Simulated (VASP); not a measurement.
Crystal: FeO (Wuestite).

```xyz
2
Lattice="1.5844 0.9148 2.4831 -1.5844 0.9148 2.4831 0.0000 -1.8295 2.4831" Properties=species:S:1:pos:R:3 pbc="T T T"
Fe    0.0000    0.0000    0.0000
O     0.0000    0.0000    3.7246
```

```yaml
Program: VASP 6.6.1
Task: relaxation of cell and atoms
Functional: PBE
Potentials_or_basis: VASP PAW PBE potentials, release 64 (Fe, O)
Cutoff: 600 eV
k_mesh: 12 × 12 × 12
Occupations: gaussian, width 0.02 eV
Spin: collinear spin, ferromagnetic start
Starting_moments: "[3.9, 0.17] μB"
Hubbard_terms: Fe d U = 5.3 eV
```

At the start: pressure -9.7 GPa; volume 10.80 Å³/atom.

Problem. How do energy, volume and symmetry change on relaxing?

Solution. Over 5 steps the energy falls by 23.8 meV/atom and the volume is 10.11 Å³/atom (-6.3 %); space group Fm-3m (No. 225, to 0.05 Å); moment 4.00 μB per cell.

The path:
```tsv
step	energy change (eV)	largest force (eV/Å)	pressure (GPa)	volume (Å³)
1	0.0000	0.0000	-9.69	21.59
2	-0.0362	0.0000	5.49	19.62
3	-0.0457	0.0000	0.15	20.20
4	-0.0467	0.0000	0.12	20.21
5	-0.0476	0.0000	-0.01	20.23
```

Final structure:
```yaml
crystal:
  lattice:
    - [1.53577, 0.88668, 2.47573]
    - [-1.53577, 0.88668, 2.47573]
    - [0.00000, -1.77335, 2.47573]
  atoms:
    - { symbol: Fe, position: [0.00000, 0.00000, 0.00000] }
    - { symbol: O, position: [0.50000, 0.50000, 0.50000] }
```

Caveat: a cell with one magnetic atom can't hold antiferromagnetic order, which such compounds often take.
